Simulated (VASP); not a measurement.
# TaSi2 (P6_422) in VASP: further runs

The runs below take TaSi2 through single point, with PBE, r2SCAN.

All numbers are computed with VASP 6.6.1; they aren't measurements. Logs are shortened: lines on timing, memory, paths and dates and some standing lists are left out, and cuts for length are marked.

### Step 1. The cell of the first run

Symmetry: P6_422, No. 181, hexagonal system. Conventional cell: a = 4.532 Å, b = 4.532 Å, c = 6.224 Å, α = 90.00°, β = 90.00°, γ = 120.00°. Within 3.3 Å of Ta (site symmetry 222) lie 10 Si at 2.47 to 2.68 Å and 4 Ta at 3.07 Å. Si (site symmetry 2) has 9 Si at 2.42 to 3.15 Å and 5 Ta at 2.47 to 2.68 Å within 3.2 Å.

### Step 2. Single point, PBE

File INCAR:

```
SYSTEM = TaSi2
ALGO     = Normal         ! electronic algorithm
EDIFF    = 1E-7           ! SCF threshold, eV
ENCUT    = 520            ! plane-wave cutoff, eV
GGA      = PE             ! functional
ISIF     = 2              ! what is computed and relaxed
ISMEAR   = 0              ! smearing method
LASPH    = .True.         ! aspherical terms in the spheres
LCHARG   = .False.        ! write CHGCAR
LREAL    = .False.        ! projectors in reciprocal space
LWAVE    = .False.        ! write WAVECAR
NBANDS   = 38             ! bands
NELM     = 60             ! most SCF steps
PREC     = Accurate       ! precision mode
SIGMA    = 0.05           ! smearing width, eV
```

File KPOINTS:

```
k-points
0
Gamma
  9 9 6
  0 0 0
```

File POSCAR:

```
TaSi2
1.0
    4.5316365199      0.0000000000      0.0000000000
   -2.2658182599      3.9245123470      0.0000000000
    0.0000000000      0.0000000000      6.2235523183
Ta Si
3 6
Direct
    0.5000000000      0.0000000000      0.0000000000
    0.5000000000      0.5000000000      0.6666666667
    0.0000000000      0.5000000000      0.3333333333
    0.1589700000      0.3179400000      0.0000000000
    0.8410300000      0.1589700000      0.6666666667
    0.6820600000      0.8410300000      0.3333333333
    0.8410300000      0.6820600000      0.0000000000
    0.1589700000      0.8410300000      0.6666666667
    0.3179400000      0.1589700000      0.3333333333
```

Potentials or basis: VASP PAW PBE potentials, release 64 (Ta_pv, Si).

Launch:

```console
$ cat potpaw_PBE.64/Ta_pv/POTCAR potpaw_PBE.64/Si/POTCAR > POTCAR
$ mpirun -np 1 vasp_std > vasp.out
```

OUTCAR:

```text
SYSTEM = TaSi2
   EDIFF = 1E-7
   ENCUT = 520
   GGA = PE
   ISIF = 2
   ISMEAR = 0
   LASPH = .True.
   LREAL = .False.
   NELM = 60
   PREC = Accurate

 ion  position               nearest neighbor table
   1  0.500  0.000  0.000-   6 2.47   9 2.47   8 2.47   5 2.47   4 2.59   7 2.59   4 2.59   7 2.59
                             4 2.68   7 2.68   2 3.07   2 3.07   3 3.07   3 3.07
   2  0.500  0.500  0.667-   4 2.47   7 2.47   6 2.47   9 2.47   8 2.59   5 2.59   8 2.59   5 2.59
                             8 2.68   5 2.68   1 3.07   1 3.07   3 3.07   3 3.07
   3  0.000  0.500  0.333-   4 2.47   7 2.47   5 2.47   8 2.47   6 2.59   9 2.59   9 2.59   6 2.59
                             6 2.68   9 2.68   1 3.07   1 3.07   2 3.07   2 3.07
   4  0.159  0.318  0.000-   9 2.42   5 2.42   3 2.47   2 2.47   7 2.50   1 2.59   1 2.59   1 2.68
                             7 2.68   7 2.68   8 3.00   6 3.00
   5  0.841  0.159  0.667-   4 2.42   6 2.42   1 2.47   3 2.47   8 2.50   2 2.59   2 2.59   2 2.68
                             8 2.68   8 2.68   7 3.00   9 3.00
   6  0.682  0.841  0.333-   7 2.42   5 2.42   1 2.47   2 2.47   9 2.50   3 2.59   3 2.59   3 2.68
                             9 2.68   9 2.68   4 3.00   8 3.00
   7  0.841  0.682  0.000-   6 2.42   8 2.42   3 2.47   2 2.47   4 2.50   1 2.59   1 2.59   1 2.68
                             4 2.68   4 2.68   5 3.00   9 3.00
   8  0.159  0.841  0.667-   7 2.42   9 2.42   1 2.47   3 2.47   5 2.50   2 2.59   2 2.59   2 2.68
                             5 2.68   5 2.68   4 3.00   6 3.00
   9  0.318  0.159  0.333-   4 2.42   8 2.42   1 2.47   2 2.47   6 2.50   3 2.59   3 2.59   3 2.68
                             6 2.68   6 2.68   7 3.00   5 3.00

  LATTYP: Found a hexagonal cell.
 ALAT       =     4.5316365199
 C/A-ratio  =     1.3733564665

  Lattice vectors:

 A1 = (   4.5316365199,   0.0000000000,   0.0000000000)
 A2 = (  -2.2658182599,   3.9245123470,   0.0000000000)
 A3 = (   0.0000000000,   0.0000000000,   6.2235523183)

Analysis of symmetry for initial positions (statically):
=====================================================================
 Subroutine PRICEL returns:
 Original cell was already a primitive cell.

 Routine SETGRP: Setting up the symmetry group for a
 hexagonal supercell.

 Subroutine GETGRP returns: Found 12 space group operations
 (whereof  4 operations were pure point group operations)
 out of a pool of 24 trial point group operations.

The static configuration has the point symmetry D_2 .
 The point group associated with its full space group is D_6 .

Analysis of symmetry for dynamics (positions and initial velocities):
=====================================================================
 Subroutine PRICEL returns:
 Original cell was already a primitive cell.

[... 136 lines left out ...]
   EFERMI =   0.00;   METHOD = LEGACY
   ISMEAR =     0;   SIGMA  =   0.05  broadening in eV -4-tet -1-fermi 0-gaus
   EFERMI_NEDOS =   21; number of points for ismear=-14 and -15
   IALGO  =     38    algorithm
   IMIX   =      4    mixing-type and parameters
     AMIX     =   0.40;   BMIX     =  1.00
     AMIX_MAG =   1.60;   BMIX_MAG =  1.00
  volume/ion in A,a.u.               =      12.30        82.99
  Fermi-wavevector in a.u.,A,eV,Ry     =   1.312220  2.479737 23.428172  1.721922
  Thomas-Fermi vector in A             =   2.442628
   LORBIT       =      0    0 simple, 1 ext, 2 COOP (PROOUT), +10 PAW based schemes
   GGA     = PE    functional components
   LHFCALC =     F    Hartree Fock is set to
   AEXX    =    0.0000 exact exchange contribution
   IVDW    =     0    specifies the selected vdW correction
   LEPSILON=     F    determine dielectric tensor
   LRPA    =     F    only Hartree local field effects (RPA)
 non-spin polarized calculation
 Gauss-broadening in eV      SIGMA  =   0.05
  energy-cutoff  :      520.00
  volume of cell :      110.68
 maximum number of plane-waves:      3029
 NGX is ok and might be reduce to    36
   NGX = 17   NGY = 17   NGZ = 23

 number of electron      57.0000003 magnetization

 Free energy of the ion-electron system (eV)
  ---------------------------------------------------
  ext. energy  EPLUGINS =         0.00000000
  ---------------------------------------------------
  free energy    TOTEN  =       -69.52470699 eV

  energy without entropy =      -69.52046964  energy(sigma->0) =      -69.52258831

 E-fermi :  11.3012     XC(G=0): -12.8351

 val. band max:       11.2920801918   @ k =   0.3333   0.3333   0.3333
 cond. band min:      11.3056950151   @ k =   0.3333   0.1111   0.3333
 fundamental gap:      0.0136148232
 Fermi energy:        11.3012029997

 k-point     1 :       0.0000    0.0000    0.0000
  band No.  band energies     occupation
      1     -22.7103      2.00000
      2     -22.7103      2.00000
      3     -22.6910      2.00000
      4     -22.6023      2.00000
      5     -22.6023      2.00000
      6     -22.4253      2.00000
[... 973 lines left out ...]
     37      15.2552      0.00000
     38      15.5818      0.00000

 [... further k-points ...]

------------------------ aborting loop because EDIFF is reached ----------------------------------------

  FORCE on cell =-STRESS in cart. coord.  units (eV):
  Direction    XX          YY          ZZ          XY          YZ          ZX
  --------------------------------------------------------------------------------------
  -------------------------------------------------------------------------------------
  Total       30.9335797     30.9335797     36.8792769      0.0000000      0.0000000      0.0000000
  in kB      447.7768643    447.7768643    533.8433869      0.0000000      0.0000000      0.0000000
  external PRESSURE =     476.4657051 kB  Pullay stress =       0.0000000 kB

 VOLUME and BASIS-vectors are now :
 -----------------------------------------------------------------------------
  energy-cutoff  :      520.00
  volume of cell :      110.68
      direct lattice vectors                 reciprocal lattice vectors
     4.531636520  0.000000000  0.000000000     0.220670832  0.127404364  0.000000000
    -2.265818260  3.924512347  0.000000000     0.000000000  0.254808728  0.000000000
     0.000000000  0.000000000  6.223552318     0.000000000  0.000000000  0.160679938

 POSITION                                       TOTAL-FORCE (eV/Angst)
 -----------------------------------------------------------------------------------
      2.26582      0.00000      0.00000        -0.000000      0.000000     -0.000000
      1.13291      1.96226      4.14903        -0.000000      0.000000      0.000000
     -1.13291      1.96226      2.07452        -0.000000      0.000000      0.000000
      0.00000      1.24776      0.00000         0.000000      0.001138     -0.000000
      3.45105      0.62388      4.14903        -0.000986      0.000569     -0.000000
      1.18523      3.30063      2.07452        -0.000986     -0.000569     -0.000000
      2.26582      2.67675      0.00000        -0.000000     -0.001138     -0.000000
     -1.18523      3.30063      4.14903         0.000986     -0.000569     -0.000000
      1.08059      0.62388      2.07452         0.000986      0.000569     -0.000000
 -----------------------------------------------------------------------------------
    total drift:                               -0.000000      0.000000     -0.000000

  FREE ENERGIE OF THE ION-ELECTRON SYSTEM (eV)
  ---------------------------------------------------
  free  energy   TOTEN  =       -69.5247069851 eV

  energy  without entropy=      -69.5204696397  energy(sigma->0) =      -69.52258831
```

It took 89 s on 1 thread of Intel Xeon 6975P-C (Granite Rapids), shared host; peak memory 0.33 GiB.

What came out:

| Item | Value |
| --- | --- |
| Free energy | -69.5247 eV |
| Pressure | 47.6 GPa |
| Band gap on the k mesh | zero (an odd number of electrons rules out a gap without spin polarisation) |

Caveat: the stress differs along the axes, from 45 to 53 GPa; spin-orbit coupling is left out, which moves the levels of the heavy elements; an odd number of electrons without spin polarisation forces a metal; a magnetic or distorted state may lie lower.

### Step 3. Single point, PBE

This run uses another cell than the first one, of 14.47 Å³/atom.

File INCAR:

```
  PREC = Accurate
  ENCUT = 520
  EDIFF = 1E-6
  ISMEAR = 0
  SIGMA = 0.05
  LREAL = False
  LASPH = True
  NELM = 60
  ALGO = Normal
  ISIF = 2
  LWAVE = False
  LCHARG = False
  GGA = PE
  NBANDS = 38
```

File KPOINTS:

```
Automatic mesh
0
Gamma
  9 9 6
```

POSCAR, as its differences from that of step 2:

```diff
@@ -2,5 +2,5 @@
 1.0
-    4.5316365199      0.0000000000      0.0000000000
-   -2.2658182599      3.9245123470      0.0000000000
-    0.0000000000      0.0000000000      6.2235523183
+    4.7839000000      0.0000000000      0.0000000000
+   -2.3919500000      4.1429789292      0.0000000000
+    0.0000000000      0.0000000000      6.5700000000
 Ta Si
```

Potentials or basis: VASP PAW PBE potentials, release 64 (Ta_pv, Si).

Launch:

```console
$ cat potpaw_PBE.64/Ta_pv/POTCAR potpaw_PBE.64/Si/POTCAR > POTCAR
$ mpirun -np 1 vasp_std > vasp.out
```

OUTCAR:

```text
PREC = Accurate
   ENCUT = 520
   EDIFF = 1E-6
   ISMEAR = 0
   LREAL = False
   LASPH = True
   NELM = 60
   ISIF = 2
   GGA = PE

 ion  position               nearest neighbor table
   1  0.500  0.000  0.000-   6 2.61   9 2.61   8 2.61   5 2.61   4 2.73   7 2.73   7 2.73   4 2.73
                             4 2.83   7 2.83   2 3.24   2 3.24   3 3.24   3 3.24
   2  0.500  0.500  0.667-   4 2.61   7 2.61   6 2.61   9 2.61   8 2.73   5 2.73   8 2.73   5 2.73
                             8 2.83   5 2.83   1 3.24   1 3.24   3 3.24   3 3.24
   3  0.000  0.500  0.333-   4 2.61   7 2.61   5 2.61   8 2.61   6 2.73   9 2.73   9 2.73   6 2.73
                             6 2.83   9 2.83   1 3.24   1 3.24   2 3.24   2 3.24
   4  0.159  0.318  0.000-   5 2.56   9 2.56   3 2.61   2 2.61   7 2.63   1 2.73   1 2.73   1 2.83
                             7 2.83   7 2.83
   5  0.841  0.159  0.667-   4 2.56   6 2.56   1 2.61   3 2.61   8 2.63   2 2.73   2 2.73   2 2.83
                             8 2.83   8 2.83
   6  0.682  0.841  0.333-   7 2.56   5 2.56   1 2.61   2 2.61   9 2.63   3 2.73   3 2.73   3 2.83
                             9 2.83   9 2.83
   7  0.841  0.682  0.000-   8 2.56   6 2.56   3 2.61   2 2.61   4 2.63   1 2.73   1 2.73   1 2.83
[... 221 lines left out ...]
      6     -24.8380      2.00000
[... 973 lines left out ...]
     37      12.6781      0.00000
     38      13.0479      0.00000

 [... further k-points ...]

------------------------ aborting loop because EDIFF is reached ----------------------------------------

  FORCE on cell =-STRESS in cart. coord.  units (eV):
  Direction    XX          YY          ZZ          XY          YZ          ZX
  --------------------------------------------------------------------------------------
  -------------------------------------------------------------------------------------
  Total        1.9906396      1.9906396      2.3576625      0.0000000      0.0000000      0.0000000
  in kB       24.4930591     24.4930591     29.0089509      0.0000000      0.0000000      0.0000000
  external PRESSURE =      25.9983564 kB  Pullay stress =       0.0000000 kB

 VOLUME and BASIS-vectors are now :
 -----------------------------------------------------------------------------
  energy-cutoff  :      520.00
  volume of cell :      130.21
      direct lattice vectors                 reciprocal lattice vectors
     4.783900000  0.000000000  0.000000000     0.209034470  0.120686107  0.000000000
    -2.391950000  4.142978929  0.000000000     0.000000000  0.241372215  0.000000000
     0.000000000  0.000000000  6.570000000     0.000000000  0.000000000  0.152207002

 POSITION                                       TOTAL-FORCE (eV/Angst)
 -----------------------------------------------------------------------------------
      2.39195      0.00000      0.00000         0.000000     -0.000000     -0.000000
      1.19598      2.07149      4.38000        -0.000000     -0.000000      0.000000
     -1.19598      2.07149      2.19000        -0.000000     -0.000000     -0.000000
     -0.00000      1.31722      0.00000         0.000000     -0.014469     -0.000000
      3.64316      0.65861      4.38000         0.012530     -0.007234      0.000000
      1.25121      3.48437      2.19000         0.012530      0.007234     -0.000000
      2.39195      2.82576      0.00000         0.000000      0.014469     -0.000000
     -1.25121      3.48437      4.38000        -0.012530      0.007234      0.000000
      1.14074      0.65861      2.19000        -0.012530     -0.007234     -0.000000
 -----------------------------------------------------------------------------------
    total drift:                               -0.000000      0.000000      0.000000

  FREE ENERGIE OF THE ION-ELECTRON SYSTEM (eV)
  ---------------------------------------------------
  free  energy   TOTEN  =       -72.2336088239 eV

  energy  without entropy=      -72.2280226456  energy(sigma->0) =      -72.23081573
```

Run time: 90 s. Hardware: 1 thread of Intel Xeon 6975P-C (Granite Rapids), shared host; peak memory 0.35 GiB.

What came out:

* Free energy: -72.2336 eV
* Pressure: 2.6 GPa
* Largest force: 0.014 eV/Å
* Band gap on the k mesh: zero (an odd number of electrons rules out a gap without spin polarisation)

Forces in eV/Å, atoms in the order of the input:
```
Ta   0.000  0.000  0.000
Ta   0.000  0.000  0.000
Ta   0.000  0.000  0.000
Si   0.000 -0.014  0.000
Si   0.013 -0.007  0.000
Si   0.013  0.007  0.000
Si   0.000  0.014  0.000
Si  -0.013  0.007  0.000
Si  -0.013 -0.007  0.000
```

Caveat: spin-orbit coupling is left out, which moves the levels of the heavy elements; an odd number of electrons without spin polarisation forces a metal; a magnetic or distorted state may lie lower.

### Step 4. Single point, r2SCAN

This run uses another cell than the first one, of 14.47 Å³/atom.

POSCAR is that of step 3.

File INCAR.step1:

```
PREC = Accurate
ENCUT = 520
ISMEAR = 0
SIGMA = 0.05
LREAL = False
LASPH = True
NELM = 80
NBANDS = 38
GGA = PE
ALGO = Normal
EDIFF = 1E-4
LWAVE = True
LCHARG = False
```

File INCAR.step2:

```
PREC = Accurate
ENCUT = 520
EDIFF = 1E-7
ISMEAR = 0
SIGMA = 0.05
LREAL = False
LASPH = True
NELM = 80
ALGO = Normal
ISIF = 2
LWAVE = False
LCHARG = True
METAGGA = R2SCAN
LMIXTAU = True
LELF = True
LVHAR = True
NBANDS = 38
ISTART = 1
```

File KPOINTS:

```
regular mesh
0
Gamma
  9 9 6
```

Launch:

```console
$ cat potpaw_PBE.64/Ta_pv/POTCAR potpaw_PBE.64/Si/POTCAR > POTCAR
$ cp INCAR.step1 INCAR
$ mpirun -np 1 vasp_std > vasp.out
$ cp INCAR.step2 INCAR
$ mpirun -np 1 vasp_std > vasp.out
```

It took 6 min on 1 thread of Intel Xeon 6975P-C (Granite Rapids), shared host; peak memory 0.38 GiB.

Results (log left out):

| Quantity | Value |
| --- | --- |
| Free energy | -202.4090 eV |
| Pressure | -0.6 GPa |
| Largest force | 0.083 eV/Å |
| Band gap on the k mesh | zero (an odd number of electrons rules out a gap without spin polarisation) |

Forces in eV/Å, atoms in the order of the input:
```
Ta   0.000  0.000  0.000
Ta   0.000  0.000  0.000
Ta   0.000  0.000  0.000
Si   0.000 -0.083  0.000
Si   0.072 -0.042  0.000
Si   0.072  0.042  0.000
Si   0.000  0.083  0.000
Si  -0.072  0.042  0.000
Si  -0.072 -0.042  0.000
```

Stress tensor (GPa, compression positive):
```
-0.44  0.00  0.00
 0.00 -0.44  0.00
 0.00  0.00 -0.82
```

Levels at points of the mesh, in eV from the Fermi level:
| k point | band 26 | band 27 | band 28 | band 29 | band 30 | band 31 | band 32 | band 33 |
| --- | --- | --- | --- | --- | --- | --- | --- | --- |
| (0.00, 0.00, 0.00) | -2.65 | -2.37 | -2.37 | -1.72 | 0.84 | 3.22 | 3.22 | 3.74 |
| (0.00, 0.00, 0.50) | -2.27 | -2.03 | -2.03 | 1.23 | 1.23 | 2.82 | 2.82 | 3.68 |

Caveat: the PAW data sets were made with another functional, which shifts forces and pressure a little; spin-orbit coupling is left out, which moves the levels of the heavy elements; an odd number of electrons without spin polarisation forces a metal; a magnetic or distorted state may lie lower.

### Step 5. Overview

```tsv
level	cell	gap on the mesh (eV)	pressure (GPa)	largest force (eV/Å)
PBE	a = 4.532, b = 4.532, c = 6.224 Å, angles 90.0, 90.0, 120.0°, 9 atoms	none	47.6	-
PBE	a = 4.784, b = 4.784, c = 6.570 Å, angles 90.0, 90.0, 120.0°, 9 atoms	none	2.6	0.01
r2SCAN	a = 4.784, b = 4.784, c = 6.570 Å, angles 90.0, 90.0, 120.0°, 9 atoms	none	-0.6	0.08
```

Alike in all rows: task single point; potentials or basis VASP PAW PBE potentials, release 64 (Ta_pv, Si); no spin polarisation; k mesh 9 × 9 × 6; cutoff (eV) 520; smearing gaussian 0.05 eV.

Caveats: spin-orbit coupling is left out, which moves the levels of the heavy elements; an odd number of electrons without spin polarisation forces a metal; a magnetic or distorted state may lie lower; the stress differs along the axes, from 45 to 53 GPa (at least some runs); the PAW data sets were made with another functional, which shifts forces and pressure a little (at least some runs).

Total energies depend on the potentials used, so only differences within one code and one set of settings carry meaning.

The gap in the log of VASP goes by the Fermi energy; the results here count the filled bands.